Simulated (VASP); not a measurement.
# WC (Fm-3m) in VASP: a series of runs

The runs below take WC through single point, with PBEsol+D4.

All numbers are computed with VASP 6.6.1; they aren't measurements. Logs are shortened: lines on timing, memory, paths and dates and some standing lists are left out, and cuts for length are marked.

**1. The cell of the first run**

It takes space group Fm-3m (No. 225, cubic). Conventional cell: a = 4.385 Å, b = 4.385 Å, c = 4.385 Å, α = 90.00°, β = 90.00°, γ = 90.00°. W (site symmetry m-3m) has 6 C at 2.19 Å within 2.9 Å. Within 2.9 Å of C (site symmetry m-3m) lie 6 W at 2.19 Å.

**2. Single point, PBEsol+D4**

The input, INCAR:

```
SYSTEM = WC
  ALGO = Normal
  EDIFF = 1E-6
  ENCUT = 600
  GGA = PS
  GGA_COMPAT = .False.
  ISIF = 2
  ISMEAR = 1
  IVDW = 13
  LASPH = .True.
  LCHARG = .False.
  LREAL = .False.
  LWAVE = .False.
  NBANDS = 16
  NELM = 120
  PREC = Accurate
  SIGMA = 0.05
```

The input, KPOINTS:

```
k-points
0
Gamma
  5 5 5
  0 0 0
```

The input, POSCAR:

```
WC
1.0
    0.0000000000      2.1926840000      2.1926840000
    2.1926840000      0.0000000000      2.1926840000
    2.1926840000      2.1926840000      0.0000000000
W C
1 1
Direct
    0.0000000000      0.0000000000      0.0000000000
    0.5000000000      0.5000000000      0.5000000000
```

Potentials or basis: VASP PAW PBE potentials, release 64 (W_sv, C).

On the command line:

```sh
$ cat potpaw_PBE.64/W_sv/POTCAR potpaw_PBE.64/C/POTCAR > POTCAR
$ mpirun -np 1 vasp_std > vasp.out
```

OUTCAR:

```text
SYSTEM = WC
   EDIFF = 1E-6
   ENCUT = 600
   GGA = PS
   ISIF = 2
   ISMEAR = 1
   IVDW = 13
   LASPH = .True.
   LREAL = .False.
   NELM = 120
   PREC = Accurate

 ion  position               nearest neighbor table
   1  0.000  0.000  0.000-   2 2.19   2 2.19   2 2.19   2 2.19   2 2.19   2 2.19
   2  0.500  0.500  0.500-   1 2.19   1 2.19   1 2.19   1 2.19   1 2.19   1 2.19

  LATTYP: Found a face centered cubic cell.
 ALAT       =     4.3853680000

  Lattice vectors:

 A1 = (   0.0000000000,   2.1926840000,   2.1926840000)
 A2 = (   2.1926840000,   0.0000000000,   2.1926840000)
 A3 = (   2.1926840000,   2.1926840000,   0.0000000000)

Analysis of symmetry for initial positions (statically):
=====================================================================
 Subroutine PRICEL returns:
 Original cell was already a primitive cell.

 Routine SETGRP: Setting up the symmetry group for a
 face centered cubic supercell.

 Subroutine GETGRP returns: Found 48 space group operations
 (whereof 48 operations were pure point group operations)
 out of a pool of 48 trial point group operations.

The static configuration has the point symmetry O_h .

Analysis of symmetry for dynamics (positions and initial velocities):
=====================================================================
 Subroutine PRICEL returns:
 Original cell was already a primitive cell.

 Routine SETGRP: Setting up the symmetry group for a
 face centered cubic supercell.

 Subroutine GETGRP returns: Found 48 space group operations
 (whereof 48 operations were pure point group operations)
 out of a pool of 48 trial point group operations.

The dynamic configuration has the point symmetry O_h .

 Subroutine INISYM returns: Found 48 space group operations
 (whereof 48 operations are pure point group operations),
 and found     1 'primitive' translations

----------------------------------------------------------------------------------------

                                     Primitive cell

  volume of cell :      21.0842

  direct lattice vectors                    reciprocal lattice vectors
     0.000000000  2.192684000  2.192684000    -0.228031034  0.228031034  0.228031034
     2.192684000  0.000000000  2.192684000     0.228031034 -0.228031034  0.228031034
     2.192684000  2.192684000  0.000000000     0.228031034  0.228031034 -0.228031034

  length of vectors
     3.100923451  3.100923451  3.100923451     0.394961337  0.394961337  0.394961337

  position of ions in fractional coordinates (direct lattice)
     0.000000000  0.000000000  0.000000000
     0.500000000  0.500000000  0.500000000

  ion indices of the primitive-cell ions
   primitive index   ion index
                 1           1
                 2           2

----------------------------------------------------------------------------------------

 KPOINTS: k-points

Automatic generation of k-mesh.
 Grid dimensions read from file:
 generate k-points for:    5    5    5

 Generating k-lattice:

  Cartesian coordinates                     Fractional coordinates (reciprocal lattice)
    -0.045606207  0.045606207  0.045606207     0.200000000  0.000000000  0.000000000
     0.045606207 -0.045606207  0.045606207     0.000000000  0.200000000  0.000000000
     0.045606207  0.045606207 -0.045606207     0.000000000  0.000000000  0.200000000

  Length of vectors
     0.078992267  0.078992267  0.078992267

  Shift w.r.t. Gamma in fractional coordinates (k-lattice)
     0.000000000  0.000000000  0.000000000

 Subroutine IBZKPT returns following result:
 ===========================================

 Found     10 irreducible k-points:

 Following reciprocal coordinates:
            Coordinates               Weight
  0.000000  0.000000  0.000000      1.000000
  0.200000  0.000000  0.000000      8.000000
  0.400000  0.000000  0.000000      8.000000
  0.200000  0.200000  0.000000      6.000000
  0.400000  0.200000  0.000000     24.000000
 -0.400000  0.200000  0.000000     24.000000
 -0.200000  0.200000  0.000000     12.000000
  0.400000  0.400000  0.000000      6.000000
 -0.400000  0.400000  0.000000     12.000000
 -0.400000  0.400000  0.200000     24.000000
   k-points           NKPTS =     10   k-points in BZ     NKDIM =     10   number of bands    NBANDS=     16
   number of dos      NEDOS =    301   number of ions     NIONS =      2
   total plane-waves  NPLWV =  21952
   dimension x,y,z NGX =    28 NGY =   28 NGZ =   28
   dimension x,y,z NGXF=    56 NGYF=   56 NGZF=   56
   ions per type =               1   1
   NGX,Y,Z   is equivalent  to a cutoff of  15.01, 15.01, 15.01 a.u.
   NGXF,Y,Z  is equivalent  to a cutoff of  30.02, 30.02, 30.02 a.u.
 SYSTEM =  WC
   PREC   = accura    normal or accurate (medium, high low for compatibility)
   ISTART =      0    job   : 0-new  1-cont  2-samecut
   ICHARG =      2    charge: 1-file 2-atom 10-const
   ISPIN  =      1    spin polarized calculation?
   LNONCOLLINEAR =      F non collinear calculations
   LSORBIT =      F    spin-orbit coupling
   LASPH  =      T    aspherical Exc in radial PAW
   ENCUT  =  600.0 eV  44.10 Ry    6.64 a.u.   6.19  6.19  6.19*2*pi/ulx,y,z
   NELM   =    120;   NELMIN=  2; NELMDL= -5     # of ELM steps
   EDIFF  = 0.1E-05   stopping-criterion for ELM
   LREAL  =      F    real-space projection
   EDIFFG = 0.1E-04   stopping-criterion for IOM
   NSW    =      0    number of steps for IOM
   IBRION =     -1    ionic relax: 0-MD 1-quasi-New 2-CG
   NFREE  =      0    steps in history (QN), initial steepest desc. (CG)
   ISIF   =      2    stress and relaxation
   ISYM   =      2    0-nonsym 1-usesym 2-fastsym
   POTIM  = 0.5000    time-step for ionic-motion
   TEBEG  =    0.0;   TEEND  =   0.0 temperature during run
   PSTRESS=    0.0 pullay stress
   NELECT =      18.0000    total number of electrons
   NUPDOWN=      -1.0000    fix difference up-down
   EMIN   =  10.00;   EMAX   =-10.00  energy-range for DOS
   EFERMI =   0.00;   METHOD = LEGACY
   ISMEAR =     1;   SIGMA  =   0.05  broadening in eV -4-tet -1-fermi 0-gaus
   EFERMI_NEDOS =   21; number of points for ismear=-14 and -15
   IALGO  =     38    algorithm
   IMIX   =      4    mixing-type and parameters
     AMIX     =   0.40;   BMIX     =  1.00
     AMIX_MAG =   1.60;   BMIX_MAG =  1.00
  volume/ion in A,a.u.               =      10.54        71.14
  Fermi-wavevector in a.u.,A,eV,Ry     =   1.553029  2.934800 32.815887  2.411900
  Thomas-Fermi vector in A             =   2.657319
   LORBIT       =      0    0 simple, 1 ext, 2 COOP (PROOUT), +10 PAW based schemes
   GGA     = PS    functional components
   LHFCALC =     F    Hartree Fock is set to
   AEXX    =    0.0000 exact exchange contribution
   IVDW    =    13    specifies the selected vdW correction
   LEPSILON=     F    determine dielectric tensor
   LRPA    =     F    only Hartree local field effects (RPA)
 non-spin polarized calculation
 Methfessel and Paxton  Order N= 1 SIGMA  =   0.05
  energy-cutoff  :      600.00
  volume of cell :       21.08
 maximum number of plane-waves:       725
 NGX is ok and might be reduce to    28
   NGX = 13   NGY = 13   NGZ = 13

 number of electron      18.0000001 magnetization

 Free energy of the ion-electron system (eV)
  ---------------------------------------------------
  ext. energy  EPLUGINS =         0.00000000
  ---------------------------------------------------
  free energy    TOTEN  =       -23.02027440 eV

  energy without entropy =      -23.01829386  energy(sigma->0) =      -23.01961422

 E-fermi :  12.5651     XC(G=0): -13.8431

 val. band max:       12.0350052023   @ k =   0.2000   0.0000   0.0000
 cond. band min:      12.5807132511   @ k =  -0.4000   0.2000   0.0000
 fundamental gap:      0.5457080487
 Fermi energy:        12.5651361138

 k-point     1 :       0.0000    0.0000    0.0000
  band No.  band energies     occupation
      1     -63.2044      2.00000
      2     -27.1912      2.00000
      3     -27.1912      2.00000
      4     -27.1912      2.00000
      5      -3.4935      2.00000
      6       9.4555      2.00000
[... 8 lines left out ...]
     15      21.8699      0.00000
     16      35.4684      0.00000

 k-point     2 :       0.2000    0.0000    0.0000
  band No.  band energies     occupation
      1     -63.1916      2.00000
      2     -27.3999      2.00000
      3     -27.2140      2.00000
      4     -27.2140      2.00000
      5      -2.4192      2.00000
      6       6.9390      2.00000
[... 8 lines left out ...]
     15      23.9340      0.00000
     16      29.9328      0.00000

 k-point     3 :       0.4000    0.0000    0.0000
  band No.  band energies     occupation
      1     -63.1711      2.00000
      2     -27.7233      2.00000
      3     -27.2504      2.00000
      4     -27.2504      2.00000
      5       0.1345      2.00000
      6       3.5605      2.00000
[... 8 lines left out ...]
     15      25.1552      0.00000
     16      25.1552      0.00000

 k-point     4 :       0.2000    0.2000    0.0000
  band No.  band energies     occupation
      1     -63.1874      2.00000
      2     -27.3836      2.00000
      3     -27.2638      2.00000
      4     -27.2638      2.00000
      5      -2.2014      2.00000
      6       5.9627      2.00000
[... 8 lines left out ...]
     15      24.9427      0.00000
     16      29.2408      0.00000

 k-point     5 :       0.4000    0.2000    0.0000
  band No.  band energies     occupation
      1     -63.1694      2.00000
      2     -27.6194      2.00000
      3     -27.3294      2.00000
      4     -27.3087      2.00000
      5      -0.6969      2.00000
      6       4.5567      2.00000
[... 8 lines left out ...]
     15      23.4876      0.00000
     16      26.8533      0.00000

 k-point     6 :      -0.4000    0.2000    0.0000
  band No.  band energies     occupation
      1     -63.1625      2.00000
      2     -27.6969      2.00000
      3     -27.4048      2.00000
      4     -27.2871      2.00000
      5       0.4455      2.00000
      6       3.5133      2.00000
[... 8 lines left out ...]
     15      24.4350      0.00000
     16      25.2897      0.00000

 k-point     7 :      -0.2000    0.2000    0.0000
  band No.  band energies     occupation
      1     -63.1762      2.00000
      2     -27.5487      2.00000
      3     -27.3502      2.00000
      4     -27.2285      2.00000
      5      -0.9900      2.00000
      6       4.9670      2.00000
[... 8 lines left out ...]
     15      24.9444      0.00000
     16      25.6007      0.00000

 k-point     8 :       0.4000    0.4000    0.0000
  band No.  band energies     occupation
      1     -63.1598      2.00000
      2     -27.6719      2.00000
      3     -27.3803      2.00000
      4     -27.3803      2.00000
      5      -1.1680      2.00000
      6       5.8852      2.00000
[... 8 lines left out ...]
     15      24.4084      0.00000
     16      29.0318      0.00000

 k-point     9 :      -0.4000    0.4000    0.0000
  band No.  band energies     occupation
      1     -63.1556      2.00000
      2     -27.6598      2.00000
      3     -27.4889      2.00000
      4     -27.3672      2.00000
      5      -0.7003      2.00000
      6       5.7429      2.00000
[... 8 lines left out ...]
     15      23.8833      0.00000
     16      26.7832      0.00000

 k-point    10 :      -0.4000    0.4000    0.2000
  band No.  band energies     occupation
      1     -63.1582      2.00000
      2     -27.6221      2.00000
      3     -27.4883      2.00000
      4     -27.3594      2.00000
      5      -0.2702      2.00000
      6       5.0394      2.00000
[... 8 lines left out ...]
     15      23.9108      0.00000
     16      25.3513      0.00000

------------------------ aborting loop because EDIFF is reached ----------------------------------------

  DFT-D4 for vdW energy calculation

  Edisp (eV):   -0.55824

  FORCE on cell =-STRESS in cart. coord.  units (eV):
  Direction    XX          YY          ZZ          XY          YZ          ZX
  --------------------------------------------------------------------------------------
  -------------------------------------------------------------------------------------
  Total      -1.79210    -1.79210    -1.79210     0.00000    -0.00000     0.00000
  in kB    -136.18077  -136.18077  -136.18077     0.00000    -0.00000     0.00000
  external pressure =     -136.18 kB  Pullay stress =        0.00 kB

 VOLUME and BASIS-vectors are now :
 -----------------------------------------------------------------------------
  energy-cutoff  :      600.00
  volume of cell :       21.08
      direct lattice vectors                 reciprocal lattice vectors
     0.000000000  2.192684000  2.192684000    -0.228031034  0.228031034  0.228031034
     2.192684000  0.000000000  2.192684000     0.228031034 -0.228031034  0.228031034
     2.192684000  2.192684000  0.000000000     0.228031034  0.228031034 -0.228031034

 POSITION                                       TOTAL-FORCE (eV/Angst)
 -----------------------------------------------------------------------------------
      0.00000      0.00000      0.00000         0.000000      0.000000     -0.000000
      2.19268      2.19268      2.19268        -0.000000     -0.000000      0.000000
 -----------------------------------------------------------------------------------
    total drift:                               -0.000000      0.000000      0.000000

  FREE ENERGIE OF THE ION-ELECTRON SYSTEM (eV)
  ---------------------------------------------------
  free  energy   TOTEN  =       -23.5785162069 eV

  energy  without entropy=      -23.5765356702  energy(sigma->0) =      -23.57785603
```

It used 9.9 s of CPU time on 1 thread of AMD EPYC 7R13 Processor (Zen 3), on a shared host.

Results:

```yaml
Free_energy: -23.5785 eV
Pressure: -13.6 GPa
Band_gap_on_the_k_mesh: zero (band 9 reaches 12.76 eV, above the bottom of band 10 at 10.67 eV)
Dispersion_energy_per_atom: -0.279 eV
```

Levels at points of the mesh, in eV from the Fermi level:
```
           k point  band 5  band 6  band 7  band 8  band 9  band 10  band 11  band 12  band 13  band 14
(0.00, 0.00, 0.00)  -16.06   -3.11   -3.11   -3.11   -1.32    -1.32    -1.28    -1.28    -1.28     6.25
```

Caveat: the k points lie up to 0.50 Å⁻¹ apart; the PAW data sets were made with another functional, which shifts forces and pressure a little; spin-orbit coupling is left out, which moves the levels of the heavy elements; pairwise dispersion overbinds metals, which lowers pressure and volume.

**3. Single point, PBEsol+D4**

The input, INCAR:

```
ALGO     = Normal         # electronic algorithm
EDIFF    = 1E-6           # SCF threshold, eV
ENCUT    = 600            # plane-wave cutoff, eV
GGA      = PS             # functional
GGA_COMPAT= F            
ISIF     = 2              # what is computed and relaxed
ISMEAR   = 1              # smearing method
IVDW     = 13             # dispersion correction
LASPH    = T              # aspherical terms in the spheres
LCHARG   = T              # write CHGCAR
LELF     = T              # ELF
LREAL    = F              # projectors in reciprocal space
LVHAR    = T            
LWAVE    = F              # write WAVECAR
NBANDS   = 16             # bands
NELM     = 120            # most SCF steps
PREC     = Accurate       # precision mode
SIGMA    = 0.05           # smearing width, eV
```

The input, KPOINTS:

```
k-points
0
Gamma
  7 7 7
```

POSCAR is that of step 2.

Potentials or basis: VASP PAW PBE potentials, release 64 (W_sv, C).

On the command line:

```sh
$ cat potpaw_PBE.64/W_sv/POTCAR potpaw_PBE.64/C/POTCAR > POTCAR
$ mpirun -np 1 vasp_std > vasp.out
```

It used 17 s of CPU time on 1 thread of AMD EPYC 7R13 Processor (Zen 3) (shared host).

Results (log left out):

* Free energy: -23.5662 eV
* Pressure: -13.4 GPa
* Band gap on the k mesh: zero (band 9 reaches 13.01 eV, above the bottom of band 10 at 10.26 eV)
* Dispersion energy per atom: -0.279 eV

Levels at points of the mesh, in eV from the Fermi level:
```tsv
k point	band 7	band 8	band 9	band 10	band 11	band 12
(0.00, 0.00, 0.00)	-2.46	-2.46	-0.70	-0.70	-0.70	-0.68
```

Caveat: the PAW data sets were made with another functional, which shifts forces and pressure a little; spin-orbit coupling is left out, which moves the levels of the heavy elements; pairwise dispersion overbinds metals, which lowers pressure and volume.

[end of part 1 of 2]
